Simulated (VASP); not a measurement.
Input of a VASP 6.6.1 run:

INCAR

```
SYSTEM = Dy2BiP3
PREC = Accurate ; ENCUT = 500
EDIFF = 1E-7 ; ISMEAR = 0
SIGMA = 0.1 ; LREAL = .FALSE.
LASPH = .TRUE. ; NELM = 200
ALGO = Normal ; ISIF = 3
LWAVE = .FALSE. ; LCHARG = .FALSE.
GGA = PE ; IBRION = 2
NSW = 90 ; EDIFFG = -0.04
GGA_COMPAT = .FALSE. ; NELMIN = 4
LMAXMIX = 6
```

KPOINTS

```
Automatic mesh
0
G
  3 3 4
  0 0 0
```

POSCAR

```
Dy2BiP3
1.0
    6.3637227800      0.0000000000      0.0000000000
   -3.1818613900      5.5111455900      0.0000000000
    0.0000000000      0.0000000000      3.8412444500
Dy Bi P
2 1 3
Direct
    0.3333333300      0.6666666700      0.0000000000
    0.6666666700      0.3333333300      0.0000000000
    0.0000000000      0.0000000000      0.0000000000
    0.5000000000      0.0000000000      0.5000000000
    0.5000000000      0.5000000000      0.5000000000
    0.0000000000      0.5000000000      0.5000000000
```

Potentials or basis: VASP PAW PBE potentials, release 64 (Dy_3, Bi_d, P), 4f in core.

Run with:

```bash
$ cat potpaw_PBE.64/Dy_3/POTCAR potpaw_PBE.64/Bi_d/POTCAR potpaw_PBE.64/P/POTCAR > POTCAR
$ mpirun -np 1 vasp_std > vasp.out
```

(1) What does it give for the space group after relaxing (to 0.1 Å)?

(2) Estimate the band gap on the k mesh.

(3) What does it give for the relaxed cell?

(4) Predict the relaxed volume.

Answers

(1) P6/mmm (No. 191).

(2) zero (bands 24 and 25 overlap by 0.96 eV).

(3) a = 6.255 Å, b = 6.255 Å, c = 4.154 Å, α = 90.00°, β = 90.00°, γ = 120.00°.

(4) 23.46 Å³/atom.

Caveat: the k points lie up to 0.39 Å⁻¹ apart in the final cell, too coarse for converged energies and pressures of a metal; spin-orbit coupling is left out, which moves the levels of the heavy elements; the 4f electrons are frozen in the core, so they carry no moment and show no levels.
